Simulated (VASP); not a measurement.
# SrO (Fm-3m) in VASP: settings compared

Aim: see how the results for SrO move with the level of theory and the settings. Levels: b88 exchange, pbe correlation. Tasks: single point.

Program: VASP 6.6.1. These are calculated values, not measurements. Logs are shortened: lines on timing, memory, paths and dates and some standing lists are left out, and cuts for length are marked.

### Step 1. The cell of the first run

Symmetry: Fm-3m, No. 225, cubic system. Conventional cell: a = 5.098 Å, b = 5.098 Å, c = 5.098 Å, α = 90.00°, β = 90.00°, γ = 90.00°. Within 3.4 Å of Sr (site symmetry m-3m) lie 6 O at 2.55 Å. O (site symmetry m-3m) has 6 Sr at 2.55 Å within 3.4 Å.

### Step 2. Single point, b88 exchange, pbe correlation

File INCAR:

```
SYSTEM = SrO
  ALGO = Normal
  EDIFF = 1E-6
  ENCUT = 600
  GGA = LIBXC
  GGA_COMPAT = .FALSE.
  ISIF = 2
  ISMEAR = 1
  LASPH = .TRUE.
  LCHARG = .TRUE.
  LELF = .TRUE.
  LIBXC1 = GGA_X_B88
  LIBXC2 = GGA_C_PBE
  LREAL = .FALSE.
  LVHAR = .TRUE.
  LWAVE = .FALSE.
  NBANDS = 15
  NELM = 120
  PREC = Accurate
  SIGMA = 0.1
```

File KPOINTS:

```
k-points
0
G
  9 9 9
  0 0 0
```

File POSCAR:

```
SrO
1.0
    0.0000000000      2.5490759911      2.5490759911
    2.5490759911      0.0000000000      2.5490759911
    2.5490759911      2.5490759911      0.0000000000
Sr O
1 1
Direct
    0.5000000000      0.5000000000      0.5000000000
    0.0000000000      0.0000000000      0.0000000000
```

Potentials or basis: VASP PAW PBE potentials, release 64 (Sr_sv, O).

On the command line:

```console
> cat potpaw_PBE.64/Sr_sv/POTCAR potpaw_PBE.64/O/POTCAR > POTCAR
> mpirun -np 1 vasp_std > vasp.out
```

OUTCAR:

```text
SYSTEM = SrO
   EDIFF = 1E-6
   ENCUT = 600
   GGA = LIBXC
   ISIF = 2
   ISMEAR = 1
   LASPH = .TRUE.
   LREAL = .FALSE.
   NELM = 120
   PREC = Accurate

 ion  position               nearest neighbor table
   1  0.500  0.500  0.500-   2 2.55   2 2.55   2 2.55   2 2.55   2 2.55   2 2.55
   2  0.000  0.000  0.000-   1 2.55   1 2.55   1 2.55   1 2.55   1 2.55   1 2.55

  LATTYP: Found a face centered cubic cell.
 ALAT       =     5.0981519822

  Lattice vectors:

 A1 = (   0.0000000000,   2.5490759911,   2.5490759911)
 A2 = (   2.5490759911,   0.0000000000,   2.5490759911)
 A3 = (   2.5490759911,   2.5490759911,   0.0000000000)

Analysis of symmetry for initial positions (statically):
=====================================================================
 Subroutine PRICEL returns:
 Original cell was already a primitive cell.

 Routine SETGRP: Setting up the symmetry group for a
 face centered cubic supercell.

 Subroutine GETGRP returns: Found 48 space group operations
 (whereof 48 operations were pure point group operations)
 out of a pool of 48 trial point group operations.

The static configuration has the point symmetry O_h .

Analysis of symmetry for dynamics (positions and initial velocities):
=====================================================================
 Subroutine PRICEL returns:
 Original cell was already a primitive cell.

 Routine SETGRP: Setting up the symmetry group for a
 face centered cubic supercell.

 Subroutine GETGRP returns: Found 48 space group operations
 (whereof 48 operations were pure point group operations)
 out of a pool of 48 trial point group operations.

The dynamic configuration has the point symmetry O_h .

 Subroutine INISYM returns: Found 48 space group operations
 (whereof 48 operations are pure point group operations),
 and found     1 'primitive' translations

----------------------------------------------------------------------------------------

                                     Primitive cell

  volume of cell :      33.1267

  direct lattice vectors                    reciprocal lattice vectors
     0.000000000  2.549075991  2.549075991    -0.196149507  0.196149507  0.196149507
     2.549075991  0.000000000  2.549075991     0.196149507 -0.196149507  0.196149507
     2.549075991  2.549075991  0.000000000     0.196149507  0.196149507 -0.196149507

  length of vectors
     3.604937838  3.604937838  3.604937838     0.339740913  0.339740913  0.339740913

  position of ions in fractional coordinates (direct lattice)
     0.500000000  0.500000000  0.500000000
     0.000000000  0.000000000  0.000000000

  ion indices of the primitive-cell ions
   primitive index   ion index
                 1           1
                 2           2

----------------------------------------------------------------------------------------

 KPOINTS: k-points

Automatic generation of k-mesh.
 Grid dimensions read from file:
 generate k-points for:    9    9    9

 Generating k-lattice:

  Cartesian coordinates                     Fractional coordinates (reciprocal lattice)
    -0.021794390  0.021794390  0.021794390     0.111111111  0.000000000  0.000000000
     0.021794390 -0.021794390  0.021794390     0.000000000  0.111111111  0.000000000
     0.021794390  0.021794390 -0.021794390     0.000000000  0.000000000  0.111111111

  Length of vectors
     0.037748990  0.037748990  0.037748990

  Shift w.r.t. Gamma in fractional coordinates (k-lattice)
     0.000000000  0.000000000  0.000000000

 Subroutine IBZKPT returns following result:
 ===========================================

 Found     35 irreducible k-points:

 Following reciprocal coordinates:
            Coordinates               Weight
  0.000000  0.000000  0.000000      1.000000
  0.111111  0.000000  0.000000      8.000000
  0.222222  0.000000  0.000000      8.000000
  0.333333  0.000000  0.000000      8.000000
  0.444444  0.000000  0.000000      8.000000
  0.111111  0.111111  0.000000      6.000000
[... 16 lines left out ...]
 -0.333333  0.333333  0.000000     12.000000
  0.444444  0.444444  0.000000      6.000000
 [... further k-points ...]
   k-points           NKPTS =     35   k-points in BZ     NKDIM =     35   number of bands    NBANDS=     15
   number of dos      NEDOS =    301   number of ions     NIONS =      2
   total plane-waves  NPLWV =  27000
   dimension x,y,z NGX =    30 NGY =   30 NGZ =   30
   dimension x,y,z NGXF=    60 NGYF=   60 NGZF=   60
   ions per type =               1   1
   NGX,Y,Z   is equivalent  to a cutoff of  13.83, 13.83, 13.83 a.u.
   NGXF,Y,Z  is equivalent  to a cutoff of  27.67, 27.67, 27.67 a.u.
 SYSTEM =  SrO
   PREC   = accura    normal or accurate (medium, high low for compatibility)
   ISTART =      0    job   : 0-new  1-cont  2-samecut
   ICHARG =      2    charge: 1-file 2-atom 10-const
   ISPIN  =      1    spin polarized calculation?
   LNONCOLLINEAR =      F non collinear calculations
   LSORBIT =      F    spin-orbit coupling
   LASPH  =      T    aspherical Exc in radial PAW
   ENCUT  =  600.0 eV  44.10 Ry    6.64 a.u.   7.20  7.20  7.20*2*pi/ulx,y,z
   NELM   =    120;   NELMIN=  2; NELMDL= -5     # of ELM steps
   EDIFF  = 0.1E-05   stopping-criterion for ELM
   LREAL  =      F    real-space projection
   EDIFFG = 0.1E-04   stopping-criterion for IOM
   NSW    =      0    number of steps for IOM
   IBRION =     -1    ionic relax: 0-MD 1-quasi-New 2-CG
   NFREE  =      0    steps in history (QN), initial steepest desc. (CG)
   ISIF   =      2    stress and relaxation
   ISYM   =      2    0-nonsym 1-usesym 2-fastsym
   POTIM  = 0.5000    time-step for ionic-motion
   TEBEG  =    0.0;   TEEND  =   0.0 temperature during run
   PSTRESS=    0.0 pullay stress
   NELECT =      16.0000    total number of electrons
   NUPDOWN=      -1.0000    fix difference up-down
   EMIN   =  10.00;   EMAX   =-10.00  energy-range for DOS
   EFERMI =   0.00;   METHOD = LEGACY
   ISMEAR =     1;   SIGMA  =   0.10  broadening in eV -4-tet -1-fermi 0-gaus
   EFERMI_NEDOS =   21; number of points for ismear=-14 and -15
   IALGO  =     38    algorithm
   IMIX   =      4    mixing-type and parameters
     AMIX     =   0.40;   BMIX     =  1.00
     AMIX_MAG =   1.60;   BMIX_MAG =  1.00
  volume/ion in A,a.u.               =      16.56       111.78
  Fermi-wavevector in a.u.,A,eV,Ry     =   1.284464  2.427286 22.447553  1.649849
  Thomas-Fermi vector in A             =   2.416656
   LORBIT       =      0    0 simple, 1 ext, 2 COOP (PROOUT), +10 PAW based schemes
   GGA     = LIBXC    functional components
   LHFCALC =     F    Hartree Fock is set to
   AEXX    =    0.0000 exact exchange contribution
   IVDW    =     0    specifies the selected vdW correction
   LEPSILON=     F    determine dielectric tensor
   LRPA    =     F    only Hartree local field effects (RPA)
 non-spin polarized calculation
 Methfessel and Paxton  Order N= 1 SIGMA  =   0.10
  energy-cutoff  :      600.00
  volume of cell :       33.13
 maximum number of plane-waves:      1125
 NGX is ok and might be reduce to    30
   NGX = 15   NGY = 15   NGZ = 15

 number of electron      15.9999998 magnetization

 Free energy of the ion-electron system (eV)
  ---------------------------------------------------
  ext. energy  EPLUGINS =         0.00000000
  ---------------------------------------------------
  free energy    TOTEN  =       -11.79425533 eV

  energy without entropy =      -11.79513720  energy(sigma->0) =      -11.79454928

 E-fermi :   1.7441     XC(G=0): -10.1750

 val. band max:        1.7333381188   @ k =   0.0000   0.0000   0.0000
 cond. band min:       5.0714659064   @ k =   0.4444   0.4444   0.0000
 fundamental gap:      3.3381277876
 Fermi energy:         1.7440818660

 k-point     1 :       0.0000    0.0000    0.0000
  band No.  band energies     occupation
      1     -30.5848      2.00000
      2     -13.3853      2.00000
      3     -12.1855      2.00000
      4     -12.1855      2.00000
      5     -12.1855      2.00000
      6       1.7333      1.18069
      7       1.7333      1.18068
      8       1.7333      1.18068
      9       5.9291      0.00000
     10       8.0212      0.00000
     11       8.0212      0.00000
     12       8.0212      0.00000
     13      10.2322      0.00000
     14      10.2322      0.00000
     15      14.6227      0.00000

 k-point     2 :       0.1111    0.0000    0.0000
  band No.  band energies     occupation
      1     -30.5671      2.00000
      2     -13.6914      2.00000
      3     -12.1958      2.00000
      4     -12.1958      2.00000
      5     -11.9222      2.00000
      6       1.3612      2.00000
      7       1.5670      2.03119
      8       1.5670      2.03119
      9       6.4974      0.00000
     10       7.8955      0.00000
     11       8.2706      0.00000
     12       8.2706      0.00000
     13      10.5715      0.00000
     14      10.5715      0.00000
     15      15.4423      0.00000

 k-point     3 :       0.2222    0.0000    0.0000
  band No.  band energies     occupation
      1     -30.5219      2.00000
      2     -14.2208      2.00000
      3     -12.2215      2.00000
      4     -12.2215      2.00000
      5     -11.5012      2.00000
      6       0.6218      2.00000
      7       1.1855      2.00000
      8       1.1855      2.00000
      9       7.7349      0.00000
     10       7.8804      0.00000
     11       8.9651      0.00000
     12       8.9651      0.00000
     13      11.4463      0.00000
     14      11.4463      0.00000
     15      17.2785      0.00000
[... 343 lines left out ...]
 k-point    23 :      -0.3333    0.3333    0.0000
  band No.  band energies     occupation
      1     -30.3957      2.00000
      2     -14.3906      2.00000
      3     -12.9277      2.00000
      4     -12.4038      2.00000
      5     -11.5427      2.00000
      6       0.3922      2.00000
      7       0.9028      2.00000
      8       1.2749      2.00000
      9       7.5145      0.00000
     10       9.0732      0.00000
     11      10.9115      0.00000
     12      11.4548      0.00000
     13      13.2818      0.00000
     14      14.8482      0.00000
     15      17.1154      0.00000

 k-point    24 :       0.4444    0.4444    0.0000
  band No.  band energies     occupation
      1     -30.3920      2.00000
      2     -13.6613      2.00000
      3     -12.8735      2.00000
      4     -12.5691      2.00000
      5     -12.5691      2.00000
      6       1.2311      2.00000
      7       1.6543      2.02201
      8       1.6543      2.02201
      9       5.0715      0.00000
     10       9.6322      0.00000
     11      12.0063      0.00000
     12      12.3646      0.00000
     13      12.8675      0.00000
     14      12.8675      0.00000
     15      16.1943      0.00000

 [... further k-points ...]

------------------------ aborting loop because EDIFF is reached ----------------------------------------

  FORCE on cell =-STRESS in cart. coord.  units (eV):
  Direction    XX          YY          ZZ          XY          YZ          ZX
  --------------------------------------------------------------------------------------
  -------------------------------------------------------------------------------------
  Total        1.1942692      1.1942692      1.1942692     -0.0000000     -0.0000000      0.0000000
  in kB       57.7609684     57.7609684     57.7609684     -0.0000000     -0.0000000      0.0000000
  external PRESSURE =      57.7609684 kB  Pullay stress =       0.0000000 kB

 VOLUME and BASIS-vectors are now :
 -----------------------------------------------------------------------------
  energy-cutoff  :      600.00
  volume of cell :       33.13
      direct lattice vectors                 reciprocal lattice vectors
     0.000000000  2.549075991  2.549075991    -0.196149507  0.196149507  0.196149507
     2.549075991  0.000000000  2.549075991     0.196149507 -0.196149507  0.196149507
     2.549075991  2.549075991  0.000000000     0.196149507  0.196149507 -0.196149507

 POSITION                                       TOTAL-FORCE (eV/Angst)
 -----------------------------------------------------------------------------------
      2.54908      2.54908      2.54908         0.000000     -0.000000     -0.000000
      0.00000      0.00000      0.00000        -0.000000      0.000000      0.000000
 -----------------------------------------------------------------------------------
    total drift:                               -0.000000      0.000000      0.000000

  FREE ENERGIE OF THE ION-ELECTRON SYSTEM (eV)
  ---------------------------------------------------
  free  energy   TOTEN  =       -11.7942553296 eV

  energy  without entropy=      -11.7951371955  energy(sigma->0) =      -11.79454928
```

Wall time 15 s (1 thread of AMD EPYC 9R45 (Zen 5), shared host); peak memory 0.15 GiB.

Results:

```yaml
Free_energy: -11.7943 eV
Pressure: 5.8 GPa
Band_gap_on_the_k_mesh: 3.34 eV (least direct gap 3.42 eV)
```

Levels at points of the mesh, in eV from the valence-band top:
```tsv
k point	band 5	band 6	band 7	band 8	band 9	band 10	band 11	band 12
(0.00, 0.00, 0.00)	-13.92	0.00	0.00	0.00	4.20	6.29	6.29	6.29
```

Caveat: the cell stands under pressure; the PAW data sets were made with another functional, which shifts forces and pressure a little; an odd mesh through Γ misses points on the zone boundary, where band edges can lie.

### Step 3. Single point, b88 exchange, pbe correlation

This run uses another cell than the first one, of 16.90 Å³/atom.

File INCAR:

```
SYSTEM = SrO
ALGO = Normal
EDIFF = 1E-6
ENCUT = 600
GGA = LIBXC
GGA_COMPAT = .FALSE.
ISIF = 2
ISMEAR = 1
LASPH = .TRUE.
LCHARG = .FALSE.
LIBXC1 = GGA_X_B88
LIBXC2 = GGA_C_PBE
LREAL = .FALSE.
LWAVE = .FALSE.
NBANDS = 15
NELM = 120
PREC = Accurate
SIGMA = 0.1
```

KPOINTS is that of step 2.

File POSCAR:

```
SrO
1.0
    0.0000000000      2.5663000000      2.5663000000
    2.5663000000      0.0000000000      2.5663000000
    2.5663000000      2.5663000000      0.0000000000
Sr O
1 1
Direct
    0.5000000000      0.5000000000      0.5000000000
    0.0000000000      0.0000000000      0.0000000000
```

Potentials or basis: VASP PAW PBE potentials, release 64 (Sr_sv, O).

On the command line:

```console
> cat potpaw_PBE.64/Sr_sv/POTCAR potpaw_PBE.64/O/POTCAR > POTCAR
> mpirun -np 1 vasp_std > vasp.out
```

OUTCAR:

```text
SYSTEM = SrO
   EDIFF = 1E-6
   ENCUT = 600
   GGA = LIBXC
   ISIF = 2
   ISMEAR = 1
   LASPH = .TRUE.
   LREAL = .FALSE.
   NELM = 120
   PREC = Accurate

 ion  position               nearest neighbor table
   1  0.500  0.500  0.500-   2 2.57   2 2.57   2 2.57   2 2.57   2 2.57   2 2.57
   2  0.000  0.000  0.000-   1 2.57   1 2.57   1 2.57   1 2.57   1 2.57   1 2.57

  LATTYP: Found a face centered cubic cell.
 ALAT       =     5.1326000000

  Lattice vectors:

 A1 = (   0.0000000000,   2.5663000000,   2.5663000000)
 A2 = (   2.5663000000,   0.0000000000,   2.5663000000)
 A3 = (   2.5663000000,   2.5663000000,   0.0000000000)

Analysis of symmetry for initial positions (statically):
=====================================================================
 Subroutine PRICEL returns:
 Original cell was already a primitive cell.

 Routine SETGRP: Setting up the symmetry group for a
 face centered cubic supercell.

 Subroutine GETGRP returns: Found 48 space group operations
 (whereof 48 operations were pure point group operations)
 out of a pool of 48 trial point group operations.

The static configuration has the point symmetry O_h .

[... 175 lines left out ...]
      6       1.6367      1.13437
      7       1.6367      1.13437
      8       1.6367      1.13437
      9       5.6863      0.00000
     10       7.8820      0.00000
     11       7.8820      0.00000
     12       7.8820      0.00000
     13      10.0461      0.00000
     14      10.0461      0.00000
[... 401 lines left out ...]
      2     -13.7346      2.00000
      3     -12.9880      2.00000
      4     -12.7335      2.00000
      5     -12.7335      2.00000
      6       1.1038      2.00000
      7       1.5443      2.05097
      8       1.5443      2.05097
      9       4.9884      0.00000
     10       9.3786      0.00000
     11      11.7776      0.00000
     12      12.0861      0.00000
     13      12.6101      0.00000
     14      12.6101      0.00000
     15      15.8181      0.00000

 [... further k-points ...]

------------------------ aborting loop because EDIFF is reached ----------------------------------------

  FORCE on cell =-STRESS in cart. coord.  units (eV):
  Direction    XX          YY          ZZ          XY          YZ          ZX
  --------------------------------------------------------------------------------------
  -------------------------------------------------------------------------------------
  Total        0.7696323      0.7696323      0.7696323      0.0000000      0.0000000     -0.0000000
  in kB       36.4788887     36.4788887     36.4788887      0.0000000      0.0000000     -0.0000000
  external PRESSURE =      36.4788887 kB  Pullay stress =       0.0000000 kB

 VOLUME and BASIS-vectors are now :
 -----------------------------------------------------------------------------
  energy-cutoff  :      600.00
  volume of cell :       33.80
      direct lattice vectors                 reciprocal lattice vectors
     0.000000000  2.566300000  2.566300000    -0.194833028  0.194833028  0.194833028
     2.566300000  0.000000000  2.566300000     0.194833028 -0.194833028  0.194833028
     2.566300000  2.566300000  0.000000000     0.194833028  0.194833028 -0.194833028

 POSITION                                       TOTAL-FORCE (eV/Angst)
 -----------------------------------------------------------------------------------
      2.56630      2.56630      2.56630        -0.000000      0.000000      0.000000
      0.00000      0.00000      0.00000         0.000000     -0.000000     -0.000000
 -----------------------------------------------------------------------------------
    total drift:                               -0.000000      0.000000      0.000000

  FREE ENERGIE OF THE ION-ELECTRON SYSTEM (eV)
  ---------------------------------------------------
  free  energy   TOTEN  =       -11.8148238801 eV

  energy  without entropy=      -11.8157361548  energy(sigma->0) =      -11.81512797
```

stdout:

```text
POSCAR found type information on POSCAR SrO
 POSCAR found :  2 types and       2 ions
 scaLAPACK will be used
 -----------------------------------------------------------------------------
|                                                                             |
|                                                                             |
|     You enforced a specific xc type in the INCAR file but a different       |
|     I HOPE YOU KNOW WHAT YOU ARE DOING!                                     |
|                                                                             |
 -----------------------------------------------------------------------------

 LDA part: xc-table for (None,None), standard interpolation
 POSCAR, INCAR and KPOINTS ok, starting setup
 FFT: planning ... GRIDC
 FFT: planning ... GRID_SOFT
 FFT: planning ... GRID
 WAVECAR not read
 entering main loop
```

It took 13 s on 1 thread of AMD EPYC 9R45 (Zen 5), shared host; peak memory 0.15 GiB.

Results:

```yaml
Free_energy: -11.8148 eV
Pressure: 3.6 GPa
Band_gap_on_the_k_mesh: 3.35 eV (least direct gap 3.44 eV)
```

Caveat: the cell stands under pressure; the PAW data sets were made with another functional, which shifts forces and pressure a little; an odd mesh through Γ misses points on the zone boundary, where band edges can lie.

(Continued in part 2 of 2.)
